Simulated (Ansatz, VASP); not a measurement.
## Two plane-wave programs on YAl5N6

```
Y Al N
1.0
     5.63517    0.00000    0.00000
    -2.81758    4.88020    0.00000
     0.00000    0.00000    5.09888
Y Al N
1 5 6
Direct
  0.00000 0.00000 0.97514
  0.66667 0.33333 0.99656
  0.33333 0.66667 0.99656
  0.00000 0.34967 0.50198
  0.65033 0.65033 0.50198
  0.34967 0.00000 0.50198
  0.66667 0.33333 0.37379
  0.33333 0.66667 0.37379
  0.00000 0.00000 0.44246
  0.00000 0.38523 0.87192
  0.61477 0.61477 0.87192
  0.38523 0.00000 0.87192
```

Alike in both runs: functional PBE; k mesh 6 × 6 × 6; occupations gaussian, width 0.02 eV; no spin polarisation.

Ansatz relaxed the structure, and its values are those at the end. VASP's run is a single point on that final structure, the one shown.

|  | VASP | Ansatz |
| --- | --- | --- |
| version | VASP 6.6.1 | Ansatz 0.2.0 |
| potentials or method | VASP PAW PBE potentials, release 64 (Y_sv, Al, N), cutoff 520 eV | scalar-relativistic, plane waves, PAW |
| valence electrons in the cell | 56 | 56 |

|  | VASP | Ansatz | Ansatz less VASP |
| --- | --- | --- | --- |
| gap on the k mesh at the Fermi level (eV) | 3.31 | 3.31 | 0.000 |
| least direct gap on the mesh (eV) | 3.47 | 3.47 | -0.001 |
| pressure (GPa) | -0.3 | 0.0 | +0.24 |
| rms of the force components (eV/Å) | 0.003 | 0.002 | -0.0013 |
